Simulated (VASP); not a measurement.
# SrSmBr4 (P4/mmm) in VASP: a series of runs

Runs on SrSmBr4. Level: PBE. Tasks: single point, relaxation of cell and atoms.

Program: VASP 6.6.1. These are calculated values, not measurements. Logs are shortened: lines on timing, memory, paths and dates and some standing lists are left out, and cuts for length are marked.

## Step 1: The cell of the first run

It takes space group P4/mmm (No. 123, tetragonal). Conventional cell: a = 3.718 Å, b = 3.718 Å, c = 14.759 Å, α = 90.00°, β = 90.00°, γ = 90.00°. Within 4.2 Å of Sr (site symmetry 4/mmm) lie 8 Br at 3.16 Å and 4 Sr at 3.72 Å. Within 4.1 Å of Sm (site symmetry 4/mmm) lie 8 Br at 3.13 Å and 4 Sm at 3.72 Å. Br (site symmetry 4mm) has 4 Sr at 3.16 Å and 5 Br at 3.52 to 3.72 Å within 4.2 Å. Br (site symmetry 4mm) has 4 Sm at 3.13 Å and 5 Br at 3.39 to 3.72 Å within 4.1 Å.

## Step 2: Single point, PBE

INCAR

```
SYSTEM = SrSmBr4
ALGO     = Normal         ! electronic algorithm
EDIFF    = 1E-6           ! SCF threshold, eV
ENCUT    = 500            ! plane-wave cutoff, eV
GGA      = PE             ! functional
GGA_COMPAT= .False.      
ISIF     = 2              ! what is computed and relaxed
ISMEAR   = 0              ! smearing method
LASPH    = .True.         ! aspherical terms in the spheres
LCHARG   = .False.        ! write CHGCAR
LMAXMIX  = 6              ! l up to which the mixer works
LREAL    = .False.        ! projectors in reciprocal space
LWAVE    = .False.        ! write WAVECAR
NBANDS   = 34             ! bands
NELM     = 200            ! most SCF steps
PREC     = Accurate       ! precision mode
SIGMA    = 0.1            ! smearing width, eV
```

KPOINTS

```
k-points
0
Gamma
  10 10 4
  0 0 0
```

POSCAR

```
SrSmBr4
1.0
    3.7182403346      0.0000000000      0.0000000000
    0.0000000000      3.7182403346      0.0000000000
    0.0000000000      0.0000000000     14.7590903286
Sr Sm Br
1 1 4
Direct
    0.5000000000      0.5000000000      0.5000000000
    0.0000000000      0.0000000000      0.0000000000
    0.0000000000      0.0000000000      0.6193641554
    0.5000000000      0.5000000000      0.1149441385
    0.5000000000      0.5000000000      0.8850558615
    0.0000000000      0.0000000000      0.3806358446
```

Potentials or basis: VASP PAW PBE potentials, release 64 (Sr_sv, Sm_3, Br), 4f in core.

Launch:

```
cat potpaw_PBE.64/Sr_sv/POTCAR potpaw_PBE.64/Sm_3/POTCAR potpaw_PBE.64/Br/POTCAR > POTCAR
mpirun -np 1 vasp_std > vasp.out
```

OUTCAR:

```text
SYSTEM = SrSmBr4
   EDIFF = 1E-6
   ENCUT = 500
   GGA = PE
   ISIF = 2
   ISMEAR = 0
   LASPH = .True.
   LREAL = .False.
   NELM = 200
   PREC = Accurate

 ion  position               nearest neighbor table
   1  0.500  0.500  0.500-   3 3.16   6 3.16   3 3.16   6 3.16   3 3.16   6 3.16   3 3.16   6 3.16

   2  0.000  0.000  0.000-   4 3.13   5 3.13   4 3.13   5 3.13   4 3.13   5 3.13   4 3.13   5 3.13

   3  0.000  0.000  0.619-   1 3.16   1 3.16   1 3.16   1 3.16
   4  0.500  0.500  0.115-   2 3.13   2 3.13   2 3.13   2 3.13
   5  0.500  0.500  0.885-   2 3.13   2 3.13   2 3.13   2 3.13
   6  0.000  0.000  0.381-   1 3.16   1 3.16   1 3.16   1 3.16

  LATTYP: Found a simple tetragonal cell.
 ALAT       =     3.7182403346
 C/A-ratio  =     3.9693750270

  Lattice vectors:

 A1 = (   3.7182403346,   0.0000000000,   0.0000000000)
 A2 = (   0.0000000000,   3.7182403346,   0.0000000000)
 A3 = (   0.0000000000,   0.0000000000,  14.7590903286)

Analysis of symmetry for initial positions (statically):
=====================================================================
 Subroutine PRICEL returns:
 Original cell was already a primitive cell.

 Routine SETGRP: Setting up the symmetry group for a
 simple tetragonal supercell.

 Subroutine GETGRP returns: Found 16 space group operations
 (whereof 16 operations were pure point group operations)
 out of a pool of 16 trial point group operations.

The static configuration has the point symmetry D_4h.

Analysis of symmetry for dynamics (positions and initial velocities):
=====================================================================
 Subroutine PRICEL returns:
 Original cell was already a primitive cell.

 Routine SETGRP: Setting up the symmetry group for a
 simple tetragonal supercell.

 Subroutine GETGRP returns: Found 16 space group operations
 (whereof 16 operations were pure point group operations)
 out of a pool of 16 trial point group operations.

The dynamic configuration has the point symmetry D_4h.

 Subroutine INISYM returns: Found 16 space group operations
 (whereof 16 operations are pure point group operations),
 and found     1 'primitive' translations

----------------------------------------------------------------------------------------

                                     Primitive cell

  volume of cell :     204.0490

  direct lattice vectors                    reciprocal lattice vectors
     3.718240335  0.000000000  0.000000000     0.268944423  0.000000000  0.000000000
     0.000000000  3.718240335  0.000000000     0.000000000  0.268944423  0.000000000
     0.000000000  0.000000000 14.759090329     0.000000000  0.000000000  0.067754853

  length of vectors
     3.718240335  3.718240335 14.759090329     0.268944423  0.268944423  0.067754853

  position of ions in fractional coordinates (direct lattice)
     0.500000000  0.500000000  0.500000000
     0.000000000  0.000000000  0.000000000
     0.000000000  0.000000000  0.619364155
     0.500000000  0.500000000  0.114944139
     0.500000000  0.500000000  0.885055861
     0.000000000  0.000000000  0.380635845

  ion indices of the primitive-cell ions
   primitive index   ion index
                 1           1
                 2           2
                 3           3
                 4           4
                 5           5
                 6           6

----------------------------------------------------------------------------------------

 KPOINTS: k-points

Automatic generation of k-mesh.
 Grid dimensions read from file:
 generate k-points for:   10   10    4

 Generating k-lattice:

  Cartesian coordinates                     Fractional coordinates (reciprocal lattice)
     0.026894442  0.000000000  0.000000000     0.100000000  0.000000000  0.000000000
     0.000000000  0.026894442  0.000000000     0.000000000  0.100000000  0.000000000
     0.000000000  0.000000000  0.016938713     0.000000000  0.000000000  0.250000000

  Length of vectors
     0.026894442  0.026894442  0.016938713

  Shift w.r.t. Gamma in fractional coordinates (k-lattice)
     0.000000000  0.000000000  0.000000000

 Subroutine IBZKPT returns following result:
 ===========================================

 Found     63 irreducible k-points:

 Following reciprocal coordinates:
            Coordinates               Weight
  0.000000  0.000000  0.000000      1.000000
  0.100000  0.000000  0.000000      4.000000
  0.200000  0.000000  0.000000      4.000000
  0.300000  0.000000  0.000000      4.000000
  0.400000  0.000000  0.000000      4.000000
  0.500000  0.000000  0.000000      2.000000
[... 16 lines left out ...]
  0.100000  0.000000  0.250000      8.000000
  0.200000  0.000000  0.250000      8.000000
 [... further k-points ...]
   k-points           NKPTS =     63   k-points in BZ     NKDIM =     63   number of bands    NBANDS=     34
   number of dos      NEDOS =    301   number of ions     NIONS =      6
   total plane-waves  NPLWV =  84672
   dimension x,y,z NGX =    28 NGY =   28 NGZ =  108
   dimension x,y,z NGXF=    56 NGYF=   56 NGZF=  216
   ions per type =               1   1   4
   NGX,Y,Z   is equivalent  to a cutoff of  12.52, 12.52, 12.17 a.u.
   NGXF,Y,Z  is equivalent  to a cutoff of  25.04, 25.04, 24.33 a.u.
 SYSTEM =  SrSmBr4
   PREC   = accura    normal or accurate (medium, high low for compatibility)
   ISTART =      0    job   : 0-new  1-cont  2-samecut
   ICHARG =      2    charge: 1-file 2-atom 10-const
   ISPIN  =      1    spin polarized calculation?
   LNONCOLLINEAR =      F non collinear calculations
   LSORBIT =      F    spin-orbit coupling
   LASPH  =      T    aspherical Exc in radial PAW
   ENCUT  =  500.0 eV  36.75 Ry    6.06 a.u.   6.78  6.78 26.91*2*pi/ulx,y,z
   NELM   =    200;   NELMIN=  2; NELMDL= -5     # of ELM steps
   EDIFF  = 0.1E-05   stopping-criterion for ELM
   LREAL  =      F    real-space projection
   EDIFFG = 0.1E-04   stopping-criterion for IOM
   NSW    =      0    number of steps for IOM
   IBRION =     -1    ionic relax: 0-MD 1-quasi-New 2-CG
   NFREE  =      0    steps in history (QN), initial steepest desc. (CG)
   ISIF   =      2    stress and relaxation
   ISYM   =      2    0-nonsym 1-usesym 2-fastsym
   POTIM  = 0.5000    time-step for ionic-motion
   TEBEG  =    0.0;   TEEND  =   0.0 temperature during run
   PSTRESS=    0.0 pullay stress
   NELECT =      49.0000    total number of electrons
   NUPDOWN=      -1.0000    fix difference up-down
   EMIN   =  10.00;   EMAX   =-10.00  energy-range for DOS
   EFERMI =   0.00;   METHOD = LEGACY
   ISMEAR =     0;   SIGMA  =   0.10  broadening in eV -4-tet -1-fermi 0-gaus
   EFERMI_NEDOS =   21; number of points for ismear=-14 and -15
   IALGO  =     38    algorithm
   IMIX   =      4    mixing-type and parameters
     AMIX     =   0.40;   BMIX     =  1.00
     AMIX_MAG =   1.60;   BMIX_MAG =  1.00
  volume/ion in A,a.u.               =      34.01       229.50
  Fermi-wavevector in a.u.,A,eV,Ry     =   1.017565  1.922918 14.087987  1.035438
  Thomas-Fermi vector in A             =   2.150973
   LORBIT       =      0    0 simple, 1 ext, 2 COOP (PROOUT), +10 PAW based schemes
   GGA     = PE    functional components
   LHFCALC =     F    Hartree Fock is set to
   AEXX    =    0.0000 exact exchange contribution
   IVDW    =     0    specifies the selected vdW correction
   LEPSILON=     F    determine dielectric tensor
   LRPA    =     F    only Hartree local field effects (RPA)
 non-spin polarized calculation
 Gauss-broadening in eV      SIGMA  =   0.10
  energy-cutoff  :      500.00
  volume of cell :      204.05
 maximum number of plane-waves:      5228
 NGX is ok and might be reduce to    28
   NGX = 13   NGY = 13   NGZ = 53

 number of electron      48.9999993 magnetization

 Free energy of the ion-electron system (eV)
  ---------------------------------------------------
  ext. energy  EPLUGINS =         0.00000000
  ---------------------------------------------------
  free energy    TOTEN  =       -23.60466191 eV

  energy without entropy =      -23.60081997  energy(sigma->0) =      -23.60274094

 E-fermi :   2.9098     XC(G=0):  -8.0765

 val. band max:        2.8421798099   @ k =   0.3000   0.1000   0.5000
 cond. band min:       2.9200110077   @ k =   0.0000   0.0000   0.5000
 fundamental gap:      0.0778311978
 Fermi energy:         2.9098423308

 k-point     1 :       0.0000    0.0000    0.0000
  band No.  band energies     occupation
      1     -39.4557      2.00000
      2     -34.0435      2.00000
      3     -19.0749      2.00000
      4     -18.6007      2.00000
      5     -18.6007      2.00000
      6     -16.2040      2.00000
[... 26 lines left out ...]
     33       6.3539      0.00000
     34       6.3539      0.00000

 k-point     2 :       0.1000    0.0000    0.0000
  band No.  band energies     occupation
      1     -39.4535      2.00000
      2     -34.0406      2.00000
      3     -19.0650      2.00000
      4     -18.6504      2.00000
      5     -18.5965      2.00000
      6     -16.1856      2.00000
[... 26 lines left out ...]
     33       6.2061      0.00000
     34       6.4141      0.00000

 k-point     3 :       0.2000    0.0000    0.0000
  band No.  band energies     occupation
      1     -39.4477      2.00000
      2     -34.0329      2.00000
      3     -19.0387      2.00000
      4     -18.7765      2.00000
      5     -18.5856      2.00000
      6     -16.1409      2.00000
[... 26 lines left out ...]
     33       5.8940      0.00000
     34       6.0308      0.00000
[... 704 lines left out ...]
 k-point    23 :       0.1000    0.0000    0.2500
  band No.  band energies     occupation
      1     -39.4535      2.00000
      2     -34.0406      2.00000
      3     -19.0650      2.00000
      4     -18.6504      2.00000
      5     -18.5965      2.00000
      6     -16.1856      2.00000
[... 26 lines left out ...]
     33       6.2061      0.00000
     34       6.4458      0.00000

 k-point    24 :       0.2000    0.0000    0.2500
  band No.  band energies     occupation
      1     -39.4477      2.00000
      2     -34.0329      2.00000
      3     -19.0387      2.00000
      4     -18.7765      2.00000
      5     -18.5856      2.00000
      6     -16.1409      2.00000
[... 26 lines left out ...]
     33       5.8694      0.00000
     34       6.0586      0.00000

 [... further k-points ...]

------------------------ aborting loop because EDIFF is reached ----------------------------------------

  FORCE on cell =-STRESS in cart. coord.  units (eV):
  Direction    XX          YY          ZZ          XY          YZ          ZX
  --------------------------------------------------------------------------------------
  -------------------------------------------------------------------------------------
  Total        0.1276880      0.1276880      0.0946180      0.0000000      0.0000000      0.0000000
  in kB        1.0025966      1.0025966      0.7429334      0.0000000      0.0000000      0.0000000
  external PRESSURE =       0.9160422 kB  Pullay stress =       0.0000000 kB

 VOLUME and BASIS-vectors are now :
 -----------------------------------------------------------------------------
  energy-cutoff  :      500.00
  volume of cell :      204.05
      direct lattice vectors                 reciprocal lattice vectors
     3.718240335  0.000000000  0.000000000     0.268944423  0.000000000  0.000000000
     0.000000000  3.718240335  0.000000000     0.000000000  0.268944423  0.000000000
     0.000000000  0.000000000 14.759090329     0.000000000  0.000000000  0.067754853

 POSITION                                       TOTAL-FORCE (eV/Angst)
 -----------------------------------------------------------------------------------
      1.85912      1.85912      7.37955         0.000000      0.000000      0.000000
      0.00000      0.00000      0.00000         0.000000      0.000000      0.000000
      0.00000      0.00000      9.14125         0.000000      0.000000      0.019951
      1.85912      1.85912      1.69647         0.000000      0.000000      0.006517
      1.85912      1.85912     13.06262         0.000000     -0.000000     -0.006517
      0.00000      0.00000      5.61784        -0.000000      0.000000     -0.019951
 -----------------------------------------------------------------------------------
    total drift:                                0.000000      0.000000      0.000000

  FREE ENERGIE OF THE ION-ELECTRON SYSTEM (eV)
  ---------------------------------------------------
  free  energy   TOTEN  =       -23.6046619085 eV

  energy  without entropy=      -23.6008199679  energy(sigma->0) =      -23.60274094
```

It took 7.2 min on 1 thread of Intel Xeon Platinum 8488C (Sapphire Rapids), shared host; peak memory 0.55 GiB.

Results:

| Item | Value |
| --- | --- |
| Free energy | -23.6047 eV |
| Pressure | 0.1 GPa |
| Largest force | 0.020 eV/Å |
| Band gap on the k mesh | zero (an odd number of electrons rules out a gap without spin polarisation) |

Forces in eV/Å, atoms in the order of the input:
```
Sr   0.000  0.000  0.000
Sm   0.000  0.000  0.000
Br   0.000  0.000  0.020
Br   0.000  0.000  0.007
Br   0.000  0.000 -0.007
Br   0.000  0.000 -0.020
```

Levels at points of the mesh, in eV from the Fermi level:
| k point | band 23 | band 24 | band 25 | band 26 | band 27 | band 28 |
| --- | --- | --- | --- | --- | --- | --- |
| (0.00, 0.00, 0.00) | -3.47 | -3.47 | -1.33 | 0.01 | 0.77 | 1.28 |
| (0.50, 0.00, 0.00) | -3.35 | -3.13 | -0.43 | 0.73 | 1.44 | 1.88 |
| (0.50, 0.50, 0.00) | -3.26 | -3.24 | 0.76 | 1.86 | 2.90 | 2.90 |
| (0.00, 0.00, 0.50) | -3.48 | -3.48 | -1.33 | 0.01 | 0.77 | 1.59 |
| (0.50, 0.00, 0.50) | -3.35 | -3.13 | -0.42 | 0.73 | 1.45 | 1.88 |
| (0.50, 0.50, 0.50) | -3.27 | -3.24 | 0.77 | 1.89 | 2.91 | 2.91 |

Caveat: spin-orbit coupling is left out, which moves the levels of the heavy elements; the 4f electrons are frozen in the core, so they carry no moment and show no levels; an odd number of electrons without spin polarisation forces a metal; a magnetic or distorted state may lie lower; the run has no spin polarisation, though such a crystal can be magnetic. Spin polarisation is off, so any magnetic state and its effect on volume and gap are missing.

## Step 3: Relaxation of cell and atoms, PBE

This run uses another cell than the first one, of 32.16 Å³/atom.

INCAR

```
ALGO = Normal ; EDIFF = 1E-7
EDIFFG = -0.01 ; ENCUT = 500
GGA = PE ; GGA_COMPAT = F
IBRION = 2 ; ISIF = 3
ISMEAR = 0 ; LASPH = T
LCHARG = F ; LMAXMIX = 6
LREAL = F ; LWAVE = F
NELM = 200 ; NELMIN = 4
NSW = 100 ; PREC = Accurate
SIGMA = 0.1
```

KPOINTS

```
k-points
0
Gamma
  10 10 4
```

POSCAR

```
SrSmBr4
1.0
    3.7235923737      0.0000000000      0.0000000000
    0.0000000000      3.7235923737      0.0000000000
    0.0000000000      0.0000000000     13.9161336064
Sr Sm Br
1 1 4
Direct
    0.5000000000      0.5000000000      0.5000000000
    0.0000000000      0.0000000000      0.0000000000
    0.0000000000      0.0000000000      0.6259263044
    0.5000000000      0.5000000000      0.1212333927
    0.5000000000      0.5000000000      0.8787666073
    0.0000000000      0.0000000000      0.3740736956
```

Potentials or basis: VASP PAW PBE potentials, release 64 (Sr_sv, Sm_3, Br), 4f in core.

Launch:

```
cat potpaw_PBE.64/Sr_sv/POTCAR potpaw_PBE.64/Sm_3/POTCAR potpaw_PBE.64/Br/POTCAR > POTCAR
mpirun -np 1 vasp_std > vasp.out
```

Run time: 57 min. Hardware: 1 thread of Intel Xeon Platinum 8488C (Sapphire Rapids), shared host; peak memory 0.55 GiB.

Results (log left out):

- Free energy: -23.6036 eV
- Relaxed volume: 33.80 Å³/atom
- Relaxed cell: a = 3.720 Å, b = 3.720 Å, c = 14.651 Å, α = 90.00°, β = 90.00°, γ = 90.00°
- Space group after relaxing (to 0.1 Å): P4/mmm (No. 123)
- Energy gained by relaxing: 1.2 meV/atom
- Ionic steps: 15
- Pressure after relaxing: 0.0 GPa
- Largest force after relaxing: 0.005 eV/Å
- Band gap on the k mesh: zero (an odd number of electrons rules out a gap without spin polarisation)

Forces on the atoms (eV/Å):
```
Sr   0.000  0.000  0.000
Sm   0.000  0.000  0.000
Br   0.000  0.000 -0.005
Br   0.000  0.000  0.000
Br   0.000  0.000  0.000
Br   0.000  0.000  0.005
```

The path:
```tsv
step	energy change (eV)	largest force (eV/Å)	pressure (GPa)	volume (Å³)
1	0.0000	0.0423	0.22	192.95
2	-0.0016	0.0263	-0.02	194.19
3	-0.0016	0.0303	-0.04	194.27
4	-0.0019	0.0328	0.00	194.23
5	-0.0022	0.0373	0.06	194.15
6	-0.0025	0.0344	0.06	194.36
7	-0.0032	0.0349	0.05	195.01
8	-0.0045	0.0372	0.04	196.30
9	-0.0060	0.0418	0.02	198.88
10	-0.0053	0.1047	0.02	204.05
11	-0.0063	0.0607	0.03	200.86
12	-0.0070	0.0394	-0.03	201.91
13	-0.0072	0.0372	-0.08	202.88
14	-0.0074	0.0071	0.05	202.74
15	-0.0074	0.0051	0.02	202.78
```

Final structure:
```
Sr Sm Br
1.0
     3.72030    0.00000    0.00000
     0.00000    3.72030    0.00000
     0.00000    0.00000   14.65103
Sr Sm Br
1 1 4
Direct
  0.50000 0.50000 0.50000
  0.00000 0.00000 0.00000
  0.00000 0.00000 0.62049
  0.50000 0.50000 0.11581
  0.50000 0.50000 0.88419
  0.00000 0.00000 0.37951
```

Levels at points of the mesh, in eV from the Fermi level:
| k point | band 21 | band 22 | band 23 | band 24 | band 25 | band 26 | band 27 | band 28 | band 29 |
| --- | --- | --- | --- | --- | --- | --- | --- | --- | --- |
| (0.00, 0.00, 0.00) | -3.58 | -3.48 | -3.48 | -3.46 | -1.33 | 0.01 | 0.76 | 1.27 | 1.95 |
| (0.50, 0.00, 0.00) | -3.70 | -3.66 | -3.35 | -3.13 | -0.43 | 0.72 | 1.43 | 1.88 | 2.59 |
| (0.50, 0.50, 0.00) | -5.06 | -5.06 | -3.27 | -3.25 | 0.76 | 1.85 | 2.89 | 2.89 | 3.07 |
| (0.00, 0.00, 0.50) | -3.58 | -3.58 | -3.48 | -3.48 | -1.33 | 0.01 | 0.77 | 1.59 | 1.74 |
| (0.50, 0.00, 0.50) | -3.71 | -3.66 | -3.35 | -3.13 | -0.42 | 0.72 | 1.45 | 1.88 | 2.59 |
| (0.50, 0.50, 0.50) | -5.07 | -5.07 | -3.27 | -3.25 | 0.77 | 1.88 | 2.90 | 2.90 | 2.98 |

Caveat: spin-orbit coupling is left out, which moves the levels of the heavy elements; the 4f electrons are frozen in the core, so they carry no moment and show no levels; an odd number of electrons without spin polarisation forces a metal; a magnetic or distorted state may lie lower; the run has no spin polarisation, though such a crystal can be magnetic. Spin polarisation is off, so any magnetic state and its effect on volume and gap are missing.

The gap in the log of VASP goes by the Fermi energy; the results here count the filled bands.